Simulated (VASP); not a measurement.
FeCu, 2 atoms in the cell. It takes space group Cmmm (No. 65, orthorhombic). The conventional cell has a = 2.877 Å, b = 3.976 Å, c = 4.138 Å, α = 90.00°, β = 90.00°, γ = 90.00°. Fe (site symmetry mmm) has 6 Fe at 2.45 to 2.88 Å and 8 Cu at 2.52 to 2.87 Å within 3.2 Å. Within 3.2 Å of Cu (site symmetry mmm) lie 6 Cu at 2.45 to 2.88 Å and 8 Fe at 2.52 to 2.87 Å. 

| Property | Result |
| --- | --- |
| Program | VASP 6.6.1 |
| Task | single point |
| Functional | PBE |
| Potentials or basis | VASP PAW PBE potentials, release 64 (Fe, Cu) |
| Cutoff | 520 eV |
| k mesh | 12 × 12 × 7 |
| Occupations | fermi-dirac, width 0.03 eV |
| Spin | collinear spin, zero start |
| Starting moments | [0.0, 0.0] μB |
| Fixed moment | 0 μB |
| Dipole correction | no |
| Further INCAR settings | ALGO = Normal; EDIFF = 1e-06; NBANDS = 20 |

Potentials or basis: VASP PAW PBE potentials, release 64 (Fe, Cu).

Launch:

```sh
$ cat potpaw_PBE.64/Fe/POTCAR potpaw_PBE.64/Cu/POTCAR > POTCAR
$ mpirun -np 1 vasp_std > vasp.out
```

Hardware: 1 thread of AMD EPYC 9R45 96-Core Processor (Zen 5), on a shared host.

Problem. Estimate the wall time of this run.

Solution. It took 84 s on 1 thread of AMD EPYC 9R45 96-Core Processor (Zen 5), with other jobs on the host, peak memory 0.21 GiB. Counts: scf iterations 14, k points 172.
